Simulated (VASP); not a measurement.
Input of a VASP 6.6.1 run:

INCAR

```
  PREC = Accurate
  ENCUT = 520
  EDIFF = 1E-6
  ISMEAR = 0
  SIGMA = 0.05
  LREAL = False
  LASPH = True
  NELM = 150
  ALGO = Normal
  ISIF = 2
  LWAVE = False
  LCHARG = False
  LMAXMIX = 4
  LDAU = True
  LDAUTYPE = 2
  LDAUL = 2 -1
  LDAUU = 4 0
  LDAUJ = 0 0
  LDAUPRINT = 1
  GGA = PE
  NBANDS = 33
```

Contents of KPOINTS:

```
Automatic mesh
0
Gamma
  6 6 6
```

The input POSCAR:

```
TiO2
1.0
    2.7418066933     -2.7418828846     -0.0204594682
    2.7418066933      2.7418828846     -0.0204594682
   -2.7046110895      0.0000000000      4.9872511229
Ti O
2 4
Direct
    0.1250069486      0.8749930514      0.2500000000
    0.8749930514      0.1250069486      0.7500000000
    0.3179523568      0.0679756321      0.6359144355
    0.6820476432      0.9320243679      0.3640855645
    0.9320243679      0.6820476432      0.8640855645
    0.0679756321      0.3179523568      0.1359144355
```

Potentials or basis: VASP PAW PBE potentials, release 64 (Ti_sv, O).

Launch:

```console
$ cat potpaw_PBE.64/Ti_sv/POTCAR potpaw_PBE.64/O/POTCAR > POTCAR
$ mpirun -np 1 vasp_std > vasp.out
```

**Question.** What does it give for the pressure?

**Answer.** 3.0 GPa.

**Question.** Predict the band gap on the k mesh.

**Answer.** 2.69 eV (least direct gap 2.89 eV).

**Question.** Estimate the largest force.

**Answer.** 2.090 eV/Å.

Eigenvalues of the final occupation matrices:
```tsv
site	spin	trace	eigenvalues
site 1 d	1	0.79	0.08 0.11 0.11 0.22 0.27
site 1 d	2	0.79	0.08 0.11 0.11 0.22 0.27
site 2 d	1	0.79	0.08 0.11 0.11 0.22 0.27
site 2 d	2	0.79	0.08 0.11 0.11 0.22 0.27
```

Caveat: the cell differs from its parent crystal (atoms shifted along a free coordinate); the stress differs along the axes, from -3 to 15 GPa; forces of over 1 eV/Å act on the atoms, so gaps and moduli don't describe the material at rest. A k mesh can miss the band edges.
